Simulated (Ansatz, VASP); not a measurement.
# B in VASP and in Ansatz

```
B
1.0
     3.33335    0.00000    0.00000
    -1.66667    2.88676    0.00000
     0.00000    0.00000    2.04334
B
3
Direct
  0.00000 0.00000 0.00000
  0.33333 0.66667 0.50000
  0.66667 0.33333 0.50000
```

Alike in both runs: task relaxation of cell and atoms; functional PBE; k mesh 11 × 11 × 15; occupations fermi-dirac, width 0.1 eV; no spin polarisation.

```csv
,VASP,Ansatz
version,VASP 6.6.1,Ansatz 0.2.0
potentials or method,"VASP PAW PBE potentials, release 64 (B), cutoff 600 eV","plane waves (420 eV) with PAW, scalar-relativistic"
valence electrons in the cell,9,9
```

VASP gave:

| Property | Result |
| --- | --- |
| relaxed volume (Å³/atom) | 6.68 |
| relaxed cell length with the largest relative difference (Å) | 2.824 |

Task: Estimate Ansatz's values.

Result: Relaxed volume (Å³/atom): 6.69; relaxed cell length with the largest relative difference (Å): 2.826.
